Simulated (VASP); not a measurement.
A run of VASP 6.6.1 is set up as follows.

Contents of INCAR:

```
SYSTEM = KCdF3
ALGO = Normal
EDIFF = 1E-7
ENCUT = 520
ISIF = 2
ISMEAR = 0
LASPH = .True.
LCHARG = .True.
LELF = .True.
LREAL = .False.
LVHAR = .True.
LWAVE = .False.
NBANDS = 29
NELM = 100
PREC = Accurate
SIGMA = 0.05
```

KPOINTS

```
k-points
0
Gamma
  6 6 6
  0 0 0
```

Contents of POSCAR:

```
KCdF3
1.0
    4.5573725808      0.0000000000      0.0000000000
    0.0000000000      4.5573725808      0.0000000000
    0.0000000000      0.0000000000      4.3820890200
K Cd F
1 1 3
Direct
    0.0000000000      0.0000000000      0.0000000000
    0.5000000000      0.5000000000      0.5000000000
    0.0000000000      0.5000000000      0.5000000000
    0.5000000000      0.0000000000      0.5000000000
    0.5000000000      0.5000000000      0.0000000000
```

Potentials or basis: VASP PAW LDA potentials, release 64 (K_sv, Cd, F).

Run with:

```bash
$ cat potpaw_LDA.64/K_sv/POTCAR potpaw_LDA.64/Cd/POTCAR potpaw_LDA.64/F/POTCAR > POTCAR
$ mpirun -np 1 vasp_std > vasp.out
```

Estimate the pressure.

-6.6 GPa.

Predict the band gap on the k mesh.

2.67 eV (least direct gap 4.05 eV).

Stress tensor (GPa, compression positive):
```
-7.42  0.00  0.00
 0.00 -7.42  0.00
 0.00  0.00 -4.92
```

Caveat: the cell differs from its parent crystal (strain +0.0400 x Voigt [1, 1, 0, 0, 0, 0]); the cell stands under tension. A k mesh can miss the band edges.
